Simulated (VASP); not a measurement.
Crystal: InP.

```
In P
1.0
     0.00000    2.93050    2.93050
     2.93050    0.00000    2.93050
     2.93050    2.93050    0.00000
In P
1 1
Cartesian
  0.0000 0.0000 0.0000
  4.3957 4.3957 4.3957
```

* Program: VASP 6.6.1
* Task: relaxation of cell and atoms
* Functional: BLYP
* Dispersion: D4
* Potentials or basis: VASP PAW PBE potentials, release 64 (In_d, P)
* Cutoff: 600 eV
* k mesh: 8 × 8 × 8
* Occupations: fermi-dirac, width 0.05 eV
* Spin: no spin polarisation

At the start: pressure 2.3 GPa; volume 25.17 Å³/atom.

**Question.** How do energy, volume and symmetry change on relaxing?

**Answer.** Over 3 steps the energy falls by 6.4 meV/atom and the volume is 26.08 Å³/atom (+3.6 %); space group F-43m (No. 216, to 0.05 Å).

The path:
| step | energy change (eV) | largest force (eV/Å) | pressure (GPa) | volume (Å³) |
| --- | --- | --- | --- | --- |
| 1 | 0.0000 | 0.0000 | 2.31 | 50.33 |
| 2 | -0.0102 | 0.0000 | -0.98 | 53.02 |
| 3 | -0.0128 | 0.0000 | 0.00 | 52.16 |

Final structure:
```
In P
1.0
     0.00000    2.96552    2.96552
     2.96552    0.00000    2.96552
     2.96552    2.96552    0.00000
In P
1 1
Direct
  0.00000 0.00000 0.00000
  0.75000 0.75000 0.75000
```

Caveat: the PAW data sets were made with another functional, which shifts forces and pressure a little.
